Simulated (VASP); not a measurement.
A run of VASP 6.6.1 is set up as follows.

The input POSCAR:

```
BaTiO3
1.0
    4.0036106028      0.0000000000      0.0000000000
    0.0000000000      4.0036106028      0.0000000000
    0.0000000000      0.0000000000      4.0036106028
Ba Ti O
1 1 3
Direct
    0.5000000000      0.5000000000      0.5000000000
    0.0000000000      0.0000000000      0.0000000000
    0.5000000000      0.0000000000      0.0000000000
    0.0000000000      0.5000000000      0.0000000000
    0.0000000000      0.0000000000      0.5000000000
```

INCAR.step1

```
SYSTEM = BaTiO3
  PREC = Accurate
  ENCUT = 520
  ISMEAR = 0
  SIGMA = 0.02
  LREAL = .FALSE.
  LASPH = .TRUE.
  NELM = 150
  LMAXMIX = 4
  LDAU = .TRUE.
  LDAUTYPE = 2
  LDAUL = -1 2 -1
  LDAUU = 0 4 0
  LDAUJ = 0 0 0
  NBANDS = 28
  GGA = PE
  ALGO = Normal
  EDIFF = 1E-4
  LWAVE = .TRUE.
  LCHARG = .FALSE.
```

INCAR.step2

```
SYSTEM = BaTiO3
  PREC = Accurate
  ENCUT = 520
  EDIFF = 1E-6
  ISMEAR = 0
  SIGMA = 0.02
  LREAL = .FALSE.
  LASPH = .TRUE.
  NELM = 150
  ALGO = Normal
  ISIF = 2
  LWAVE = .FALSE.
  LCHARG = .TRUE.
  LMAXMIX = 4
  LDAU = .TRUE.
  LDAUTYPE = 2
  LDAUL = -1 2 -1
  LDAUU = 0 4 0
  LDAUJ = 0 0 0
  LDAUPRINT = 1
  METAGGA = R2SCAN
  LMIXTAU = .TRUE.
  LELF = .TRUE.
  LVHAR = .TRUE.
  NBANDS = 28
  ISTART = 1
```

The input KPOINTS:

```
Automatic mesh
0
G
  6 6 6
  0 0 0
```

Potentials or basis: VASP PAW PBE potentials, release 64 (Ba_sv, Ti_sv, O).

Launch:

```bash
$ cat potpaw_PBE.64/Ba_sv/POTCAR potpaw_PBE.64/Ti_sv/POTCAR potpaw_PBE.64/O/POTCAR > POTCAR
$ cp INCAR.step1 INCAR
$ mpirun -np 1 vasp_std > vasp.out
$ cp INCAR.step2 INCAR
$ mpirun -np 1 vasp_std > vasp.out
```

Question: Estimate the pressure.

Answer: 3.9 GPa.

Question: What does it give for the band gap on the k mesh?

Answer: 2.66 eV, indirect (least direct gap 2.86 eV).

Eigenvalues of the final occupation matrices:
| site | spin | trace | eigenvalues |
| --- | --- | --- | --- |
| site 2 d | 1 | 0.75 | 0.09 0.09 0.09 0.23 0.23 |
| site 2 d | 2 | 0.75 | 0.09 0.09 0.09 0.23 0.23 |

Caveat: the PAW data sets were made with another functional, which shifts forces and pressure a little; spin-orbit coupling is left out, which moves the levels of the heavy elements. A k mesh can miss the band edges.
